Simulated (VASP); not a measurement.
Set up this calculation in VASP 6.6.1, as the native input.

```
Task                   : relaxation of cell and atoms
Functional             : PBE
Potentials or basis    : VASP PAW PBE potentials, release 64 (C)
Cutoff                 : 600 eV
k mesh                 : 6 × 6 × 4
Occupations            : gaussian, width 0.1 eV
Spin                   : no spin polarisation
Dipole correction      : no
Further INCAR settings : ALGO = Normal; EDIFF = 1e-06; IBRION = 2; EDIFFG = -0.04; NSW = 90; ISIF = 3
```

The structure of C lies in POSCAR:

```
C
1.0
    1.8919426155     -3.2064918765      0.0000000000
    1.8919426155      3.2064918765      0.0000000000
    0.0000000000      0.0000000000      3.7889184435
C
4
Direct
    0.1525000000      0.8475000000      0.0785000000
    0.6525000000      0.3475000000      0.4215000000
    0.8475000000      0.1525000000      0.9215000000
    0.3475000000      0.6525000000      0.5785000000
```

The input as run:

INCAR

```
SYSTEM = C
PREC = Accurate
ENCUT = 600
EDIFF = 1E-6
ISMEAR = 0
SIGMA = 0.1
LREAL = .FALSE.
LASPH = .TRUE.
NELM = 60
ALGO = Normal
ISIF = 3
LWAVE = .FALSE.
LCHARG = .FALSE.
GGA = PE
IBRION = 2
NSW = 90
EDIFFG = -0.04
```

KPOINTS

```
regular mesh
0
G
  6 6 4
  0 0 0
```

Potentials or basis: VASP PAW PBE potentials, release 64 (C).

Launch:

```sh
$ cat potpaw_PBE.64/C/POTCAR > POTCAR
$ mpirun -np 1 vasp_std > vasp.out
```

Results of the run:

```json
{
  "Relaxed volume": "7.75 Å³/atom",
  "Relaxed cell": "a = 3.641 Å, b = 3.641 Å, c = 2.462 Å, α = 90.00°, β = 90.00°, γ = 71.82°",
  "Space group after relaxing (to 0.05 Å)": "Fmmm (No. 69)",
  "Energy gained by relaxing": "4255.5 meV/atom",
  "Ionic steps": "29",
  "Pressure after relaxing": "-0.4 GPa",
  "Largest force after relaxing": "0.029 eV/Å"
}
```

Caveat: the k points lie up to 0.64 Å⁻¹ apart in the final cell; the volume moved by over 15 % at a fixed basis, so the end points are rough.

It took 2.6 min on 1 thread of Intel(R) Xeon(R) 6975P-C (Granite Rapids), on a shared host, peak memory 0.16 GiB.
